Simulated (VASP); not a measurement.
**SiNi: single point with LDA**

SiNi:

```
CELL_PARAMETERS angstrom
2.96226 0.00000 0.00000
0.00000 3.30205 0.00000
0.00000 0.00000 4.70842
ATOMIC_POSITIONS crystal
Ni 0.50000 0.50000 0.34250
Ni 0.00000 0.00000 0.65750
Si 0.50000 0.50000 0.84314
Si 0.00000 0.00000 0.15686
```

```
Program                : VASP 6.6.1
Task                   : single point
Functional             : LDA
Potentials or basis    : VASP PAW LDA potentials, release 64 (Ni, Si)
Cutoff                 : 520 eV
k mesh                 : 9 × 8 × 6
Occupations            : fermi-dirac, width 0.05 eV
Spin                   : collinear spin, ferromagnetic start
Starting moments       : [1.0, 1.0, 0.0, 0.0] μB
Dipole correction      : no
Further INCAR settings : ALGO = Normal; EDIFF = 1e-06; NBANDS = 26
```

```json
{"Pressure": "-8.2 GPa", "Largest force": "0.273 eV/Å", "Band gap on the k mesh": "zero (filled and empty bands overlap)", "Net moment": "0.00 μB per cell", "Valence electrons inside the program's atomic spheres": "Ni 9.57; Si 1.62"}
```

Forces in eV/Å, atoms in the order of the input:
```
Ni   0.000  0.000 -0.055
Ni   0.000  0.000  0.055
Si   0.000  0.000 -0.273
Si   0.000  0.000  0.273
```

Stress tensor (GPa, compression positive):
```
 -6.60   0.00   0.00
  0.00  -7.43   0.00
  0.00   0.00 -10.62
```

Levels at points of the mesh, in eV from the Fermi level:
Spin up:
| k point | band 11 | band 12 | band 13 | band 14 | band 15 | band 16 | band 17 | band 18 |
| --- | --- | --- | --- | --- | --- | --- | --- | --- |
| (0.00, 0.00, 0.00) | -2.31 | -2.03 | -1.99 | -1.32 | 1.23 | 2.65 | 5.07 | 5.53 |
| (0.00, 0.50, 0.00) | -2.24 | -2.24 | -2.16 | -2.16 | 1.11 | 1.11 | 4.90 | 4.90 |
| (0.00, 0.00, 0.50) | -2.67 | -2.08 | 1.08 | 1.62 | 1.98 | 2.37 | 2.85 | 3.56 |
| (0.00, 0.50, 0.50) | -2.03 | -2.03 | -2.03 | -2.03 | 5.18 | 5.18 | 5.30 | 5.30 |
Spin down:
| k point | band 10 | band 11 | band 12 | band 13 | band 14 | band 15 | band 16 | band 17 | band 18 | band 19 |
| --- | --- | --- | --- | --- | --- | --- | --- | --- | --- | --- |
| (0.00, 0.00, 0.00) | -2.68 | -2.31 | -2.03 | -1.99 | -1.32 | 1.23 | 2.65 | 5.07 | 5.53 | 7.09 |
| (0.00, 0.50, 0.00) | -2.74 | -2.24 | -2.24 | -2.16 | -2.16 | 1.11 | 1.11 | 4.90 | 4.90 | 7.82 |
| (0.00, 0.00, 0.50) | -2.76 | -2.67 | -2.08 | 1.08 | 1.62 | 1.98 | 2.37 | 2.85 | 3.56 | 4.45 |
| (0.00, 0.50, 0.50) | -2.53 | -2.03 | -2.03 | -2.03 | -2.03 | 5.18 | 5.18 | 5.30 | 5.30 | 7.11 |

Wall time 72 s on 1 thread of Intel(R) Xeon(R) 6975P-C (Granite Rapids), on a shared host, peak memory 0.27 GiB.
